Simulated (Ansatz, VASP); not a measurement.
**MnO2: VASP beside Ansatz**

```
CELL_PARAMETERS angstrom
2.87681 0.00000 0.00000
-1.43840 2.49139 0.00000
0.00000 0.00000 5.44645
ATOMIC_POSITIONS crystal
Mn 0.00000 0.00000 0.00000
O 0.33333 0.66667 0.17537
O 0.66667 0.33333 0.82463
```

Alike in both runs: task single point; functional PBE; k mesh 14 × 14 × 6; occupations gaussian, width 0.05 eV; collinear spin.

```csv
,VASP,Ansatz
version,VASP 6.6.1,Ansatz 0.2.0
potentials or method,"VASP PAW PBE potentials, release 64 (Mn_sv, O), cutoff 700 eV","scalar-relativistic, plane waves, PAW"
valence electrons in the cell,27,27
```

|  | VASP | Ansatz | Ansatz less VASP |
| --- | --- | --- | --- |
| gap on the k mesh at the Fermi level (eV) | 1.02 | 1.02 | +0.009 |
| pressure (GPa) | -0.5 | 0.0 | +0.48 |
| traceless stress, the component that is largest in VASP (GPa) | -0.11 | 0.01 | +0.124 |
| rms of the force components (eV/Å) | 0.009 | 0.000 | -0.0093 |
| net moment per atom (μB) | 1.00 | 1.00 | 0.000 |
| size of the moment on the site where the two differ most (μB) | 2.74 | 2.52 | -0.226 |

Site moments also hang on the region over which each program counts them. Atom by atom the forces differ by 0.009 eV/Å (rms over components).
